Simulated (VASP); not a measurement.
# C (C2/m) in VASP: a series of runs

C is run at these levels: PBE; tasks: single point.

Program: VASP 6.6.1. These are calculated values, not measurements. Logs are shortened: lines on timing, memory, paths and dates and some standing lists are left out, and cuts for length are marked.

## (1) The cell of the first run

Symmetry: C2/m, No. 12, monoclinic system. The conventional cell has a = 4.272 Å, b = 2.467 Å, c = 8.707 Å, α = 90.00°, β = 90.00°, γ = 90.00°. Within 1.9 Å of C (site symmetry m) lie 3 C at 1.42 Å. C (site symmetry m) has 3 C at 1.42 Å within 1.9 Å.

## (2) Single point, PBE (atoms displaced along several vibrational modes)

INCAR reads:

```
SYSTEM = C
PREC = Accurate
ENCUT = 520
EDIFF = 1E-6
ISMEAR = 0
SIGMA = 0.15
LREAL = .False.
LASPH = .True.
NELM = 80
ALGO = Normal
ISIF = 2
LWAVE = .False.
LCHARG = .True.
GGA = PE
LELF = .True.
LVHAR = .True.
NBANDS = 16
```

KPOINTS reads:

```
regular mesh
0
Gamma
  18 18 6
  0 0 0
```

POSCAR reads:

```
C
1.0
    1.2332770792     -2.1360444277      0.0000000000
    1.2332770792      2.1360444277      0.0000000000
    0.0000000000      0.0000000000      8.7070252276
C
4
Direct
    0.1233135245      0.8766864755      0.7993462927
    0.5433526408      0.4566473592      0.2006534945
    0.8766864755      0.1233135245      0.2006537073
    0.4566473592      0.5433526408      0.7993465055
```

Potentials or basis: VASP PAW PBE potentials, release 64 (C).

On the command line:

```console
> cat potpaw_PBE.64/C/POTCAR > POTCAR
> mpirun -np 1 vasp_std > vasp.out
```

OUTCAR:

```text
SYSTEM = C
   PREC = Accurate
   ENCUT = 520
   EDIFF = 1E-6
   ISMEAR = 0
   LREAL = .False.
   LASPH = .True.
   NELM = 80
   ISIF = 2
   GGA = PE

 ion  position               nearest neighbor table
   1  0.123  0.877  0.799-   4 1.42   4 1.42   4 1.42
   2  0.543  0.457  0.201-   3 1.42   3 1.42   3 1.42
   3  0.877  0.123  0.201-   2 1.42   2 1.42   2 1.42
   4  0.457  0.543  0.799-   1 1.42   1 1.42   1 1.42

  LATTYP: Found a base centered orthorhombic cell.
 ALAT       =     2.4665541584
 B/A-ratio  =     1.7320069137
 C/A-ratio  =     3.5300361024

  Lattice vectors:

 A1 = (   1.2332770792,  -2.1360444277,   0.0000000000)
 A2 = (   1.2332770792,   2.1360444277,   0.0000000000)
 A3 = (   0.0000000000,   0.0000000000,   8.7070252276)

Analysis of symmetry for initial positions (statically):
=====================================================================
 Subroutine PRICEL returns:
 Original cell was already a primitive cell.

 Routine SETGRP: Setting up the symmetry group for a
 base centered orthorhombic supercell.

 Subroutine GETGRP returns: Found  4 space group operations
 (whereof  4 operations were pure point group operations)
 out of a pool of  8 trial point group operations.

The static configuration has the point symmetry C_2h.

Analysis of symmetry for dynamics (positions and initial velocities):
=====================================================================
 Subroutine PRICEL returns:
 Original cell was already a primitive cell.

 Routine SETGRP: Setting up the symmetry group for a
 base centered orthorhombic supercell.

 Subroutine GETGRP returns: Found  4 space group operations
 (whereof  4 operations were pure point group operations)
 out of a pool of  8 trial point group operations.

The dynamic configuration has the point symmetry C_2h.

 Subroutine INISYM returns: Found  4 space group operations
 (whereof  4 operations are pure point group operations),
 and found     1 'primitive' translations

----------------------------------------------------------------------------------------

                                     Primitive cell

  volume of cell :      45.8744

  direct lattice vectors                    reciprocal lattice vectors
     1.233277079 -2.136044428  0.000000000     0.405423897 -0.234077528  0.000000000
     1.233277079  2.136044428  0.000000000     0.405423897  0.234077528  0.000000000
     0.000000000  0.000000000  8.707025228     0.000000000  0.000000000  0.114849788

  length of vectors
     2.466507278  2.466507278  8.707025228     0.468146159  0.468146159  0.114849788

  position of ions in fractional coordinates (direct lattice)
     0.123313524  0.876686476  0.799346293
     0.543352641  0.456647359  0.200653495
     0.876686476  0.123313524  0.200653707
     0.456647359  0.543352641  0.799346505

  ion indices of the primitive-cell ions
   primitive index   ion index
                 1           1
                 2           2
                 3           3
                 4           4

----------------------------------------------------------------------------------------

 KPOINTS: regular mesh

Automatic generation of k-mesh.
 Grid dimensions read from file:
 generate k-points for:   18   18    6

 Generating k-lattice:

  Cartesian coordinates                     Fractional coordinates (reciprocal lattice)
     0.022523550 -0.013004307  0.000000000     0.055555556  0.000000000  0.000000000
     0.022523550  0.013004307  0.000000000     0.000000000  0.055555556  0.000000000
     0.000000000  0.000000000  0.019141631     0.000000000  0.000000000  0.166666667

  Length of vectors
     0.026008120  0.026008120  0.019141631

  Shift w.r.t. Gamma in fractional coordinates (k-lattice)
     0.000000000  0.000000000  0.000000000

 Subroutine IBZKPT returns following result:
 ===========================================

 Found    524 irreducible k-points:

 Following reciprocal coordinates:
            Coordinates               Weight
  0.000000  0.000000  0.000000      1.000000
  0.055556  0.000000  0.000000      4.000000
  0.111111  0.000000  0.000000      4.000000
  0.166667  0.000000  0.000000      4.000000
  0.222222  0.000000  0.000000      4.000000
  0.277778  0.000000  0.000000      4.000000
[... 16 lines left out ...]
 -0.277778  0.055556  0.000000      4.000000
 -0.222222  0.055556  0.000000      4.000000
 [... further k-points ...]
   k-points           NKPTS =    524   k-points in BZ     NKDIM =    524   number of bands    NBANDS=     16
   number of dos      NEDOS =    301   number of ions     NIONS =      4
   total plane-waves  NPLWV =  22680
   dimension x,y,z NGX =    18 NGY =   18 NGZ =   70
   dimension x,y,z NGXF=    36 NGYF=   36 NGZF=  140
   ions per type =               4
   NGX,Y,Z   is equivalent  to a cutoff of  12.13, 12.13, 13.37 a.u.
   NGXF,Y,Z  is equivalent  to a cutoff of  24.26, 24.26, 26.73 a.u.
 SYSTEM =  C
   PREC   = accura    normal or accurate (medium, high low for compatibility)
   ISTART =      0    job   : 0-new  1-cont  2-samecut
   ICHARG =      2    charge: 1-file 2-atom 10-const
   ISPIN  =      1    spin polarized calculation?
   LNONCOLLINEAR =      F non collinear calculations
   LSORBIT =      F    spin-orbit coupling
   LASPH  =      T    aspherical Exc in radial PAW
   ENCUT  =  520.0 eV  38.22 Ry    6.18 a.u.   4.59  4.59 16.19*2*pi/ulx,y,z
   NELM   =     80;   NELMIN=  2; NELMDL= -5     # of ELM steps
   EDIFF  = 0.1E-05   stopping-criterion for ELM
   LREAL  =      F    real-space projection
[... 7 lines left out ...]
   TEBEG  =    0.0;   TEEND  =   0.0 temperature during run
   PSTRESS=    0.0 pullay stress
   NELECT =      16.0000    total number of electrons
   NUPDOWN=      -1.0000    fix difference up-down
   EMIN   =  10.00;   EMAX   =-10.00  energy-range for DOS
   EFERMI =   0.00;   METHOD = LEGACY
   ISMEAR =     0;   SIGMA  =   0.15  broadening in eV -4-tet -1-fermi 0-gaus
   EFERMI_NEDOS =   21; number of points for ismear=-14 and -15
   IALGO  =     38    algorithm
   IMIX   =      4    mixing-type and parameters
     AMIX     =   0.40;   BMIX     =  1.00
     AMIX_MAG =   1.60;   BMIX_MAG =  1.00
  volume/ion in A,a.u.               =      11.47        77.39
  Fermi-wavevector in a.u.,A,eV,Ry     =   1.152368  2.177660 18.067889  1.327952
  Thomas-Fermi vector in A             =   2.289020
   LORBIT       =      0    0 simple, 1 ext, 2 COOP (PROOUT), +10 PAW based schemes
   GGA     = PE    functional components
   LHFCALC =     F    Hartree Fock is set to
   AEXX    =    0.0000 exact exchange contribution
   IVDW    =     0    specifies the selected vdW correction
   LEPSILON=     F    determine dielectric tensor
   LRPA    =     F    only Hartree local field effects (RPA)
 non-spin polarized calculation
 Gauss-broadening in eV      SIGMA  =   0.15
  energy-cutoff  :      520.00
  volume of cell :       45.87
 maximum number of plane-waves:      1260
   NGX =  9   NGY =  9   NGZ = 33

 number of electron      16.0000002 magnetization

 Free energy of the ion-electron system (eV)
  ---------------------------------------------------
  ext. energy  EPLUGINS =         0.00000000
  ---------------------------------------------------
  free energy    TOTEN  =       -36.88635262 eV

  energy without entropy =      -36.88544361  energy(sigma->0) =      -36.88589812

 E-fermi :   2.6334     XC(G=0):  -8.5457

 val. band max:        2.5700684559   @ k =   0.3333   0.3333   0.5000
 cond. band min:       2.6965885643   @ k =   0.3333   0.3333   0.5000
 fundamental gap:      0.1265201084
 Fermi energy:         2.6334048540

 k-point     1 :       0.0000    0.0000    0.0000
  band No.  band energies     occupation
      1     -16.9276      2.00000
      2     -16.8167      2.00000
      3      -5.3817      2.00000
      4      -4.5366      2.00000
      5      -0.4036      2.00000
      6      -0.3989      2.00000
[... 8 lines left out ...]
     15      11.2216      0.00000
     16      14.0286      0.00000

 k-point     2 :       0.0556    0.0000    0.0000
  band No.  band energies     occupation
      1     -16.8544      2.00000
      2     -16.7440      2.00000
      3      -5.2934      2.00000
      4      -4.4510      2.00000
      5      -0.7011      2.00000
      6      -0.6912      2.00000
[... 8 lines left out ...]
     15      11.3388      0.00000
     16      13.7678      0.00000

 k-point     3 :       0.1111    0.0000    0.0000
  band No.  band energies     occupation
      1     -16.6352      2.00000
      2     -16.5264      2.00000
      3      -5.0295      2.00000
      4      -4.1953      2.00000
      5      -1.5213      2.00000
      6      -1.5058      2.00000
[... 8 lines left out ...]
     15      12.1541      0.00000
     16      13.0287      0.00000

 k-point     4 :       0.1667    0.0000    0.0000
  band No.  band energies     occupation
      1     -16.2710      2.00000
      2     -16.1648      2.00000
      3      -4.5929      2.00000
      4      -3.7731      2.00000
      5      -2.6988      2.00000
      6      -2.6759      2.00000
[... 8 lines left out ...]
     15      12.1054      0.00000
     16      13.4802      0.00000
[... 324 lines left out ...]
 k-point    22 :      -0.3333    0.0556    0.0000
  band No.  band energies     occupation
      1     -14.6889      2.00000
      2     -14.5938      2.00000
      3      -6.2612      2.00000
      4      -6.2190      2.00000
      5      -3.1588      2.00000
      6      -3.1439      2.00000
[... 8 lines left out ...]
     15      13.8977      0.00000
     16      16.8959      0.00000

 k-point    23 :      -0.2778    0.0556    0.0000
  band No.  band energies     occupation
      1     -15.4036      2.00000
      2     -15.3035      2.00000
      3      -4.8083      2.00000
      4      -4.7753      2.00000
      5      -3.5640      2.00000
      6      -2.7824      2.00000
[... 8 lines left out ...]
     15      13.0818      0.00000
     16      15.5213      0.00000

 k-point    24 :      -0.2222    0.0556    0.0000
  band No.  band energies     occupation
      1     -15.9808      2.00000
      2     -15.8766      2.00000
      3      -4.2468      2.00000
      4      -3.4391      2.00000
      5      -3.4128      2.00000
      6      -3.3899      2.00000
[... 8 lines left out ...]
     15      12.4185      0.00000
     16      13.9624      0.00000

 [... further k-points ...]

------------------------ aborting loop because EDIFF is reached ----------------------------------------

  FORCE on cell =-STRESS in cart. coord.  units (eV):
  Direction    XX          YY          ZZ          XY          YZ          ZX
  --------------------------------------------------------------------------------------
  -------------------------------------------------------------------------------------
  Total        0.1379345      0.1158472      0.2203736      0.0000000      0.0117272      0.0000000
  in kB        4.8174000      4.0459952      7.6966097      0.0000000      0.4095754      0.0000000
  external PRESSURE =       5.5200016 kB  Pullay stress =       0.0000000 kB

 VOLUME and BASIS-vectors are now :
 -----------------------------------------------------------------------------
  energy-cutoff  :      520.00
  volume of cell :       45.87
      direct lattice vectors                 reciprocal lattice vectors
     1.233277079 -2.136044428  0.000000000     0.405423897 -0.234077528  0.000000000
     1.233277079  2.136044428  0.000000000     0.405423897  0.234077528  0.000000000
     0.000000000  0.000000000  8.707025228     0.000000000  0.000000000  0.114849788

 POSITION                                       TOTAL-FORCE (eV/Angst)
 -----------------------------------------------------------------------------------
      1.23328      1.60924      6.95993         0.000000     -0.000811     -0.041094
      1.23328     -0.18521      1.74710         0.000000      0.002445      0.032757
      1.23328     -1.60924      1.74710         0.000000      0.000811      0.041094
      1.23328      0.18521      6.95993         0.000000     -0.002445     -0.032757
 -----------------------------------------------------------------------------------
    total drift:                                0.000000      0.000000      0.000000

  FREE ENERGIE OF THE ION-ELECTRON SYSTEM (eV)
  ---------------------------------------------------
  free  energy   TOTEN  =       -36.8863526237 eV

  energy  without entropy=      -36.8854436149  energy(sigma->0) =      -36.88589812
```

Wall time 2.8 min (1 thread of AMD EPYC 9R45 (Zen 5), shared host); peak memory 0.34 GiB.

Results:

```yaml
Free_energy: -36.8864 eV
Pressure: 0.6 GPa
Largest_force: 0.041 eV/Å
```

Forces on the atoms (eV/Å):
```
C    0.000 -0.001 -0.041
C    0.000  0.002  0.033
C    0.000  0.001  0.041
C    0.000 -0.002 -0.033
```

Stress tensor (GPa, compression positive):
```
0.48 0.00 0.00
0.00 0.40 0.04
0.00 0.04 0.77
```

Caveat: the cell differs from its parent crystal (atoms displaced along several vibrational modes); this functional lacks dispersion, which binds layers or chains, so the pressure and a relaxed spacing across them are unreliable.

## (3) Single point, PBE (atoms displaced along several vibrational modes)

INCAR reads:

```
PREC = Accurate
ENCUT = 520
EDIFF = 1E-7
ISMEAR = 0
SIGMA = 0.15
LREAL = False
LASPH = True
NELM = 80
ALGO = Normal
ISIF = 2
LWAVE = False
LCHARG = False
GGA = PE
NBANDS = 16
```

KPOINTS reads:

```
regular mesh
0
Gamma
  18 18 6
```

POSCAR reads:

```
C
1.0
    1.2332770792     -2.1360444277      0.0000000000
    1.2332770792      2.1360444277      0.0000000000
    0.0000000000      0.0000000000      8.7070252276
C
4
Direct
    0.1433034885      0.8566965115      0.7110726926
    0.5233621630      0.4766378370      0.2889269883
    0.8566965115      0.1433034885      0.2889273074
    0.4766378370      0.5233621630      0.7110730117
```

Potentials or basis: VASP PAW PBE potentials, release 64 (C).

On the command line:

```console
> cat potpaw_PBE.64/C/POTCAR > POTCAR
> mpirun -np 1 vasp_std > vasp.out
```

It took 3.4 min on 1 thread of AMD EPYC 9R45 (Zen 5), shared host; peak memory 0.34 GiB.

It converged, with:

| Item | Value |
| --- | --- |
| Free energy | -36.8965 eV |
| Pressure | 0.4 GPa |
| Largest force | 0.022 eV/Å |

Forces in eV/Å, atoms in the order of the input:
```
C    0.000 -0.001  0.022
C    0.000  0.001 -0.015
C    0.000  0.001 -0.022
C    0.000 -0.001  0.015
```

Stress tensor (GPa, compression positive):
```
 0.50  0.00  0.00
 0.00  0.49 -0.02
 0.00 -0.02  0.35
```

Caveat: the cell differs from its parent crystal (atoms displaced along several vibrational modes); this functional lacks dispersion, which binds layers or chains, so the pressure and a relaxed spacing across them are unreliable.

## (4) Single point, PBE

INCAR reads:

```
PREC = Accurate
ENCUT = 520
EDIFF = 1E-7
ISMEAR = 0
SIGMA = 0.15
LREAL = F
LASPH = T
NELM = 80
ALGO = Normal
ISIF = 2
LWAVE = F
LCHARG = T
GGA = PE
LELF = T
LVHAR = T
NBANDS = 16
```

KPOINTS is that of step 3.

POSCAR reads:

```
C
1.0
    1.2332770792     -2.1360444277      0.0000000000
    1.2332770792      2.1360444277      0.0000000000
    0.0000000000      0.0000000000      8.7070252276
C
4
Direct
    0.1233134103      0.8766865897      0.7601136052
    0.5433525266      0.4566474734      0.2398861821
    0.8766865897      0.1233134103      0.2398863948
    0.4566474734      0.5433525266      0.7601138179
```

On the command line:

```console
> cat potpaw_PBE.64/C/POTCAR > POTCAR
> mpirun -np 1 vasp_std > vasp.out
```

Run time: 2.8 min. Hardware: 1 thread of AMD EPYC 9R45 (Zen 5), shared host; peak memory 0.34 GiB.

Results (log left out):

```yaml
Free_energy: -36.9048 eV
Pressure: 0.3 GPa
```

Forces in eV/Å, atoms in the order of the input:
```
C    0.000  0.000 -0.003
C    0.000  0.000  0.002
C    0.000  0.000  0.003
C    0.000  0.000 -0.002
```

Stress tensor (GPa, compression positive):
```
 0.54  0.00  0.00
 0.00  0.54  0.00
 0.00  0.00 -0.04
```

Caveat: this functional lacks dispersion, which binds layers or chains, so the pressure and a relaxed spacing across them are unreliable.

## (5) Summary

| cell | pressure (GPa) | largest force (eV/Å) |
| --- | --- | --- |
| as given, atomic positions A | 0.6 | 0.04 |
| as given, atomic positions B | 0.4 | 0.02 |
| as given, atomic positions C | 0.3 | - |

Alike in all rows: task single point; level PBE; potentials or basis VASP PAW PBE potentials, release 64 (C); no spin polarisation; k mesh 18 × 18 × 6; cutoff (eV) 520; smearing gaussian 0.15 eV.

Caveats: this functional lacks dispersion, which binds layers or chains, so the pressure and a relaxed spacing across them are unreliable.

Absolute energies hang on the potentials; compare differences alone.
